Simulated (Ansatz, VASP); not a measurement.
**One calculation of Re, two programs**

```
Re
1.0
    -2.51843    2.51843    1.30209
     2.51843   -2.51843    1.30209
     2.51843    2.51843   -1.30209
Re
2
Direct
  0.62500 0.87500 0.75000
  0.37500 0.12500 0.25000
```

Alike in both runs: functional PBE; k mesh 18 × 18 × 18; occupations fermi-dirac, width 0.1 eV; no spin polarisation.

Ansatz relaxed the structure, and its values are those at the end. VASP's run is a single point on that final structure, the one shown.

|  | VASP | Ansatz |
| --- | --- | --- |
| version | VASP 6.6.1 | Ansatz 0.2.0 |
| potentials or method | VASP PAW PBE potentials, release 64 (Re) | PAW with Ansatz's default frozen-core files, scalar-relativistic |
| plane-wave cutoff (eV) | 520 | 420 |
| valence electrons in the cell | 14 | 30 |

Ansatz gave:

- pressure (GPa): 0.0

Task: What did VASP give for the same quantities?

Result: Pressure (GPa): -1.0.

With one functional, cell and mesh, what is left measures potentials, basis and numerics. VASP's potentials hold 14 valence electrons a cell and Ansatz's 30, so a difference there can come from the potentials and not from the codes.

Neither program's run includes spin-orbit coupling.
